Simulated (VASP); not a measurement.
A run of VASP 6.6.1:

The input POSCAR:

```
Nb
1.0
   -1.4545883700      1.6009203400      1.6273015200
    1.6190107300     -1.9818268200      2.1726303600
    1.2182993000      1.7455377500     -2.0082080000
Nb
1
Direct
    0.0000000000      0.0000000000      0.0000000000
```

File INCAR.step1:

```
SYSTEM = Nb
  PREC = Accurate
  ENCUT = 520
  EDIFF = 1E-5
  ISMEAR = -1
  SIGMA = 0.05
  LREAL = .FALSE.
  LASPH = .TRUE.
  NELM = 100
  ALGO = Normal
  ISIF = 2
  LWAVE = .TRUE.
  NBANDS = 12
  GGA = PE
  KPAR = 4
```

The input INCAR.step2:

```
SYSTEM = Nb
  PREC = Accurate
  ENCUT = 520
  EDIFF = 1E-7
  ISMEAR = -1
  SIGMA = 0.05
  LREAL = .FALSE.
  LASPH = .TRUE.
  NELM = 100
  ALGO = Normal
  ISIF = 2
  LWAVE = .FALSE.
  LCHARG = .TRUE.
  GGA = B3
  LHFCALC = .TRUE.
  AEXX = 0.2
  AGGAX = 0.72
  AGGAC = 0.81
  ALDAC = 0.19
  PRECFOCK = Normal
  LVHAR = .TRUE.
  NBANDS = 12
  ISTART = 1
  KPAR = 4
```

KPOINTS

```
regular mesh
0
G
  6 6 7
  0 0 0
```

Potentials or basis: VASP PAW PBE potentials, release 64 (Nb_sv).

Launch:

```sh
$ cat potpaw_PBE.64/Nb_sv/POTCAR > POTCAR
$ cp INCAR.step1 INCAR
$ mpirun -np 4 vasp_std > vasp.out
$ cp INCAR.step2 INCAR
$ mpirun -np 4 vasp_std > vasp.out
```

Hardware: 4 MPI ranks on Oxide Virtual Turin-like Processor, on a shared host.

**Question.** Estimate the wall time of this run.

**Answer.** It took 39 min on 4 MPI ranks on Oxide Virtual Turin-like Processor (shared host), peak memory 0.14 GiB a rank. Counts: k points 128.
